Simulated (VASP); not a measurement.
# Au (R-3m) in VASP: a series of runs

Au is run at these levels: PBE; tasks: single point, relaxation of cell and atoms.

Everything below comes from runs of VASP 6.6.1. Logs are shortened: lines on timing, memory, paths and dates and some standing lists are left out, and cuts for length are marked.

### Step 1. The cell of the first run

Symmetry: R-3m, No. 166, trigonal system. Conventional cell: a = 4.871 Å, b = 4.871 Å, c = 5.291 Å, α = 90.00°, β = 90.00°, γ = 120.00°. Au (site symmetry 3m) has 1 Au at 2.02 Å within 2.7 Å.

### Step 2. Single point, PBE

File INCAR:

```
SYSTEM = Au
  PREC = Accurate
  ENCUT = 520
  EDIFF = 1E-7
  ISMEAR = 0
  SIGMA = 0.1
  LREAL = .False.
  LASPH = .True.
  NELM = 100
  ALGO = Normal
  ISIF = 2
  LWAVE = .False.
  LCHARG = .False.
  GGA = PE
  NBANDS = 18
```

File KPOINTS:

```
regular mesh
0
Gamma
  6 6 6
  0 0 0
```

File POSCAR:

```
Au
1.0
    2.4355364800      1.4061576400      1.7637338000
   -2.4355364800      1.4061576400      1.7637338000
    0.0000000000     -2.8123152900      1.7637338000
Au
2
Direct
    0.3092236700      0.3092236700      0.3092236700
    0.6907763300      0.6907763300      0.6907763300
```

Potentials or basis: VASP PAW PBE potentials, release 64 (Au).

The run is started by

```sh
cat potpaw_PBE.64/Au/POTCAR > POTCAR
mpirun -np 1 vasp_std > vasp.out
```

OUTCAR:

```text
SYSTEM = Au
   PREC = Accurate
   ENCUT = 520
   EDIFF = 1E-7
   ISMEAR = 0
   LREAL = .False.
   LASPH = .True.
   NELM = 100
   ISIF = 2
   GGA = PE

 ion  position               nearest neighbor table
   1  0.309  0.309  0.309-   2 2.02   2 2.82   2 2.82   2 2.82   2 3.19   2 3.19   2 3.19   2 3.27

   2  0.691  0.691  0.691-   1 2.02   1 2.82   1 2.82   1 2.82   1 3.19   1 3.19   1 3.19   1 3.27

  LATTYP: Found a trigonal (rhomboedric) cell.
 ALAT       =     3.3196195823
 COS(alpha) =    -0.0765709033

  Lattice vectors:

 A1 = (   2.4355364800,   1.4061576400,   1.7637338000)
 A2 = (  -2.4355364800,   1.4061576400,   1.7637338000)
 A3 = (   0.0000000000,  -2.8123152900,   1.7637338000)

Analysis of symmetry for initial positions (statically):
=====================================================================
 Subroutine PRICEL returns:
 Original cell was already a primitive cell.

 Routine SETGRP: Setting up the symmetry group for a
 trigonal (rhombohedral) supercell.

 Subroutine GETGRP returns: Found 12 space group operations
 (whereof 12 operations were pure point group operations)
 out of a pool of 12 trial point group operations.

The static configuration has the point symmetry D_3d.

Analysis of symmetry for dynamics (positions and initial velocities):
=====================================================================
 Subroutine PRICEL returns:
 Original cell was already a primitive cell.

 Routine SETGRP: Setting up the symmetry group for a
 trigonal (rhombohedral) supercell.

 Subroutine GETGRP returns: Found 12 space group operations
 (whereof 12 operations were pure point group operations)
 out of a pool of 12 trial point group operations.

The dynamic configuration has the point symmetry D_3d.

 Subroutine INISYM returns: Found 12 space group operations
 (whereof 12 operations are pure point group operations),
 and found     1 'primitive' translations

----------------------------------------------------------------------------------------

                                     Primitive cell

  volume of cell :      36.2421

  direct lattice vectors                    reciprocal lattice vectors
     2.435536480  1.406157640  1.763733800     0.205293579  0.118526303  0.188992995
    -2.435536480  1.406157640  1.763733800    -0.205293579  0.118526303  0.188992995
     0.000000000 -2.812315290  1.763733800     0.000000000 -0.237052606  0.188992995

  length of vectors
     3.319619582  3.319619582  3.319619588     0.303170398  0.303170398  0.303170397

  position of ions in fractional coordinates (direct lattice)
     0.309223670  0.309223670  0.309223670
     0.690776330  0.690776330  0.690776330

  ion indices of the primitive-cell ions
   primitive index   ion index
                 1           1
                 2           2

----------------------------------------------------------------------------------------

 KPOINTS: regular mesh

Automatic generation of k-mesh.
 Grid dimensions read from file:
 generate k-points for:    6    6    6

 Generating k-lattice:

  Cartesian coordinates                     Fractional coordinates (reciprocal lattice)
     0.034215596  0.019754384  0.031498833     0.166666667  0.000000000  0.000000000
    -0.034215596  0.019754384  0.031498833     0.000000000  0.166666667  0.000000000
     0.000000000 -0.039508768  0.031498832    -0.000000000 -0.000000000  0.166666667

  Length of vectors
     0.050528400  0.050528400  0.050528400

  Shift w.r.t. Gamma in fractional coordinates (k-lattice)
     0.000000000  0.000000000  0.000000000

 Subroutine IBZKPT returns following result:
 ===========================================

 Found     32 irreducible k-points:

 Following reciprocal coordinates:
            Coordinates               Weight
  0.000000  0.000000  0.000000      1.000000
  0.166667 -0.000000 -0.000000      6.000000
  0.333333  0.000000 -0.000000      6.000000
  0.500000 -0.000000  0.000000      3.000000
  0.166667  0.166667 -0.000000      6.000000
  0.333333  0.166667  0.000000     12.000000
[... 16 lines left out ...]
  0.500000  0.500000  0.166667      6.000000
 -0.333333  0.500000  0.166667     12.000000
 [... further k-points ...]
   k-points           NKPTS =     32   k-points in BZ     NKDIM =     32   number of bands    NBANDS=     18
   number of dos      NEDOS =    301   number of ions     NIONS =      2
   total plane-waves  NPLWV =  21952
   dimension x,y,z NGX =    28 NGY =   28 NGZ =   28
   dimension x,y,z NGXF=    56 NGYF=   56 NGZF=   56
   ions per type =               2
   NGX,Y,Z   is equivalent  to a cutoff of  14.02, 14.02, 14.02 a.u.
   NGXF,Y,Z  is equivalent  to a cutoff of  28.04, 28.04, 28.04 a.u.
 SYSTEM =  Au
   PREC   = accura    normal or accurate (medium, high low for compatibility)
   ISTART =      0    job   : 0-new  1-cont  2-samecut
   ICHARG =      2    charge: 1-file 2-atom 10-const
   ISPIN  =      1    spin polarized calculation?
   LNONCOLLINEAR =      F non collinear calculations
   LSORBIT =      F    spin-orbit coupling
   LASPH  =      T    aspherical Exc in radial PAW
   ENCUT  =  520.0 eV  38.22 Ry    6.18 a.u.   6.17  6.17  6.17*2*pi/ulx,y,z
   NELM   =    100;   NELMIN=  2; NELMDL= -5     # of ELM steps
   EDIFF  = 0.1E-06   stopping-criterion for ELM
   LREAL  =      F    real-space projection
   EDIFFG = 0.1E-05   stopping-criterion for IOM
   NSW    =      0    number of steps for IOM
   IBRION =     -1    ionic relax: 0-MD 1-quasi-New 2-CG
   NFREE  =      0    steps in history (QN), initial steepest desc. (CG)
   ISIF   =      2    stress and relaxation
   ISYM   =      2    0-nonsym 1-usesym 2-fastsym
   POTIM  = 0.5000    time-step for ionic-motion
   TEBEG  =    0.0;   TEEND  =   0.0 temperature during run
   PSTRESS=    0.0 pullay stress
   NELECT =      22.0000    total number of electrons
   NUPDOWN=      -1.0000    fix difference up-down
   EMIN   =  10.00;   EMAX   =-10.00  energy-range for DOS
   EFERMI =   0.00;   METHOD = LEGACY
   ISMEAR =     0;   SIGMA  =   0.10  broadening in eV -4-tet -1-fermi 0-gaus
   EFERMI_NEDOS =   21; number of points for ismear=-14 and -15
   IALGO  =     38    algorithm
   IMIX   =      4    mixing-type and parameters
     AMIX     =   0.40;   BMIX     =  1.00
     AMIX_MAG =   1.60;   BMIX_MAG =  1.00
  volume/ion in A,a.u.               =      18.12       122.29
  Fermi-wavevector in a.u.,A,eV,Ry     =   1.386154  2.619451 26.142537  1.921422
  Thomas-Fermi vector in A             =   2.510496
   LORBIT       =      0    0 simple, 1 ext, 2 COOP (PROOUT), +10 PAW based schemes
   GGA     = PE    functional components
   LHFCALC =     F    Hartree Fock is set to
   AEXX    =    0.0000 exact exchange contribution
   IVDW    =     0    specifies the selected vdW correction
   LEPSILON=     F    determine dielectric tensor
   LRPA    =     F    only Hartree local field effects (RPA)
 non-spin polarized calculation
 Gauss-broadening in eV      SIGMA  =   0.10
  energy-cutoff  :      520.00
  volume of cell :       36.24
 maximum number of plane-waves:       990
 NGX is ok and might be reduce to    28
   NGX = 13   NGY = 13   NGZ = 13

 number of electron      22.0000000 magnetization

 Free energy of the ion-electron system (eV)
  ---------------------------------------------------
  ext. energy  EPLUGINS =         0.00000000
  ---------------------------------------------------
  free energy    TOTEN  =        -1.67639591 eV

  energy without entropy =       -1.67190316  energy(sigma->0) =       -1.67414954

 E-fermi :   8.5942     XC(G=0): -12.1925

 val. band max:        8.5723809620   @ k =   0.5000   0.3333   0.0000
 cond. band min:       8.8243703352   @ k =   0.5000   0.5000   0.0000
 fundamental gap:      0.2519893732
 Fermi energy:         8.5941787373

 k-point     1 :       0.0000    0.0000    0.0000
  band No.  band energies     occupation
      1      -0.7688      2.00000
      2       1.0323      2.00000
      3       1.0323      2.00000
      4       1.0781      2.00000
      5       3.8678      2.00000
      6       3.8678      2.00000
[... 10 lines left out ...]
     17      22.1177      0.00000
     18      23.7135      0.00000

 k-point     2 :       0.1667   -0.0000   -0.0000
  band No.  band energies     occupation
      1      -0.3143      2.00000
      2       1.0621      2.00000
      3       1.1450      2.00000
      4       1.2961      2.00000
      5       3.6720      2.00000
      6       4.0250      2.00000
[... 10 lines left out ...]
     17      23.9718      0.00000
     18      24.0456      0.00000

 k-point     3 :       0.3333    0.0000   -0.0000
  band No.  band energies     occupation
      1       0.7600      2.00000
      2       1.1298      2.00000
      3       1.4431      2.00000
      4       1.8338      2.00000
      5       3.2289      2.00000
      6       4.4497      2.00000
[... 10 lines left out ...]
     17      23.0967      0.00000
     18      23.8230      0.00000

 k-point     4 :       0.5000   -0.0000    0.0000
  band No.  band energies     occupation
      1       1.1516      2.00000
      2       1.1704      2.00000
      3       2.0744      2.00000
      4       2.1281      2.00000
      5       2.9988      2.00000
      6       4.5088      2.00000
[... 375 lines left out ...]
      4       2.2186      2.00000
      5       3.0551      2.00000
      6       3.8848      2.00000
[... 10 lines left out ...]
     17      23.3300      0.00000
     18      24.3702      0.00000

 k-point    23 :       0.5000    0.5000    0.1667
  band No.  band energies     occupation
      1       0.6021      2.00000
      2       1.3616      2.00000
      3       2.2686      2.00000
      4       2.4062      2.00000
      5       4.5962      2.00000
      6       5.0712      2.00000
[... 10 lines left out ...]
     17      20.7800      0.00000
     18      23.9468      0.00000

 k-point    24 :      -0.3333    0.5000    0.1667
  band No.  band energies     occupation
      1       0.9455      2.00000
      2       1.4752      2.00000
      3       2.3342      2.00000
      4       2.4528      2.00000
      5       3.7767      2.00000
      6       4.7569      2.00000
[... 10 lines left out ...]
     17      21.8139      0.00000
     18      23.0296      0.00000

 [... further k-points ...]
[... 5 lines left out ...]
  --------------------------------------------------------------------------------------
  -------------------------------------------------------------------------------------
  Total        0.4682954      0.4682954     40.9184808     -0.0000000     -0.0000001      0.0000000
  in kB       20.7022479     20.7022479   1808.9107686     -0.0000000     -0.0000034      0.0000000
  external PRESSURE =     616.7717548 kB  Pullay stress =       0.0000000 kB

 VOLUME and BASIS-vectors are now :
 -----------------------------------------------------------------------------
  energy-cutoff  :      520.00
  volume of cell :       36.24
      direct lattice vectors                 reciprocal lattice vectors
     2.435536480  1.406157640  1.763733800     0.205293579  0.118526303  0.188992995
    -2.435536480  1.406157640  1.763733800    -0.205293579  0.118526303  0.188992995
     0.000000000 -2.812315290  1.763733800     0.000000000 -0.237052606  0.188992995

 POSITION                                       TOTAL-FORCE (eV/Angst)
 -----------------------------------------------------------------------------------
      0.00000     -0.00000      1.63616         0.000000      0.000000    -21.138856
      0.00000     -0.00000      3.65504         0.000000     -0.000000     21.138856
 -----------------------------------------------------------------------------------
    total drift:                                0.000000     -0.000000      0.000000

  FREE ENERGIE OF THE ION-ELECTRON SYSTEM (eV)
  ---------------------------------------------------
  free  energy   TOTEN  =        -1.6763959148 eV

  energy  without entropy=       -1.6719031574  energy(sigma->0) =       -1.67414954
```

Wall time 8.4 s (1 thread of Intel Xeon 6975P-C (Granite Rapids), shared host); peak memory 0.16 GiB.

Results:

```
Free energy            : -1.6764 eV
Pressure               : 61.7 GPa
Largest force          : 21.139 eV/Å
Band gap on the k mesh : zero (band 11 reaches 11.23 eV, above the bottom of band 12 at 7.76 eV)
```

Forces on the atoms (eV/Å):
```
Au    0.000   0.000 -21.139
Au    0.000   0.000  21.139
```

Levels at points of the mesh, in eV from the Fermi level:
```
           k point  band 8  band 9  band 10  band 11  band 12  band 13  band 14  band 15
(0.00, 0.00, 0.00)   -2.70   -2.12    -2.12    -0.12     7.08     7.79     7.79     8.77
(0.50, 0.00, 0.00)   -3.11   -3.07    -1.69    -1.19    -0.83    10.68    11.35    11.52
(0.50, 0.50, 0.00)   -2.40   -1.44    -1.29    -0.74     0.23     3.01     3.89    11.52
(0.50, 0.50, 0.50)   -3.63   -1.94    -1.94     2.63     3.12     4.89     4.97     4.97
```

Caveat: spin-orbit coupling is left out, which moves the levels of the heavy elements; forces of over 1 eV/Å act on the atoms, so gaps and moduli don't describe the material at rest.

### Step 3. Relaxation of cell and atoms, PBE

File INCAR:

```
SYSTEM = Au
PREC = Accurate ; ENCUT = 600
EDIFF = 1E-6 ; ISMEAR = 0
SIGMA = 0.1 ; LREAL = .False.
LASPH = .True. ; NELM = 60
ALGO = Fast ; ISIF = 3
LWAVE = .False. ; LCHARG = .False.
GGA = PE ; IBRION = 2
NSW = 90 ; EDIFFG = -0.04
```

KPOINTS is that of step 2.

POSCAR is that of step 2.

Potentials or basis: VASP PAW PBE potentials, release 64 (Au).

The run is started by

```sh
cat potpaw_PBE.64/Au/POTCAR > POTCAR
mpirun -np 1 vasp_std > vasp.out
```

Wall time 5.3 min (1 thread of Intel Xeon 6975P-C (Granite Rapids), shared host); peak memory 0.18 GiB.

It converged, with:

* Free energy: -6.4064 eV
* Relaxed volume: 17.96 Å³/atom
* Relaxed cell: a = 3.300 Å, b = 3.300 Å, c = 3.300 Å, α = 90.34°, β = 90.34°, γ = 90.34°
* Space group after relaxing (to 0.05 Å): Im-3m (No. 229)
* Energy gained by relaxing: 2365.2 meV/atom
* Ionic steps: 47
* Pressure after relaxing: -0.2 GPa
* Largest force after relaxing: 0.039 eV/Å
* Band gap on the k mesh: zero (band 11 reaches 11.42 eV, above the bottom of band 12 at 6.72 eV)

Forces on the atoms (eV/Å):
```
Au   0.000  0.000  0.039
Au   0.000  0.000 -0.039
```

Stress tensor (GPa, compression positive):
```
-0.25  0.00  0.00
 0.00 -0.25  0.00
 0.00  0.00 -0.13
```

The path:
| step | energy change (eV) | largest force (eV/Å) | pressure (GPa) | volume (Å³) |
| --- | --- | --- | --- | --- |
| 1 | 0.0000 | 21.1422 | 61.78 | 36.24 |
| 3 | -1.9940 | 2.1216 | -9.42 | 73.86 |
| 5 | -2.4341 | 4.5838 | 1.36 | 63.96 |
| 7 | -3.2058 | 0.6116 | 4.93 | 52.09 |
| 9 | -3.2481 | 0.6021 | 1.29 | 54.46 |
| 11 | -3.2742 | 0.4618 | -0.91 | 56.05 |
| 13 | -3.3553 | 0.8949 | -1.12 | 55.31 |
| 15 | -3.3722 | 1.6453 | -2.11 | 53.74 |
| 17 | -3.4282 | 1.4200 | -3.32 | 53.23 |
| 19 | -3.5964 | 0.9263 | -7.36 | 50.92 |
| 21 | 6.7445 | 35.9152 | 117.38 | 36.99 |
| 23 | -2.9119 | 7.3532 | 9.79 | 42.41 |
| 25 | -2.7895 | 7.0960 | 14.98 | 41.18 |
| 27 | -2.6540 | 5.8295 | 19.57 | 40.45 |
| 29 | -2.6681 | 5.4341 | 19.61 | 40.43 |
| 31 | -2.7831 | 5.1186 | 17.68 | 40.56 |
| 33 | -3.1739 | 4.0045 | 10.98 | 41.07 |
| 35 | -3.9520 | 1.3102 | -5.74 | 43.05 |
| 37 | -4.0970 | 0.3549 | -13.16 | 44.86 |
| 39 | -4.1560 | 0.4093 | -12.30 | 44.04 |
| 41 | -4.6028 | 0.2727 | -7.29 | 38.88 |
| 43 | -4.7150 | 0.2010 | -1.18 | 36.31 |
| 45 | -4.7219 | 0.1780 | 1.30 | 35.62 |
| 47 | -4.7303 | 0.0390 | -0.21 | 35.93 |

Final structure:
```
CELL_PARAMETERS angstrom
2.34021 1.35112 1.89387
-2.34021 1.35112 1.89387
0.00000 -2.70224 1.89387
ATOMIC_POSITIONS crystal
Au 0.24934 0.24934 0.24934
Au 0.75066 0.75066 0.75066
```

Levels at points of the mesh, in eV from the Fermi level:
| k point | band 9 | band 10 | band 11 | band 12 | band 13 | band 14 |
| --- | --- | --- | --- | --- | --- | --- |
| (0.00, 0.00, 0.00) | -2.04 | -2.04 | -1.96 | 5.99 | 6.03 | 6.03 |
| (0.50, 0.00, 0.00) | -3.55 | -3.52 | -2.16 | -2.14 | 12.09 | 12.11 |
| (0.50, 0.50, 0.00) | -1.68 | -1.65 | -0.68 | -0.61 | 2.96 | 3.09 |
| (0.50, 0.50, 0.50) | -2.85 | -2.85 | 2.49 | 2.49 | 6.70 | 6.70 |

Caveat: spin-orbit coupling is left out, which moves the levels of the heavy elements.
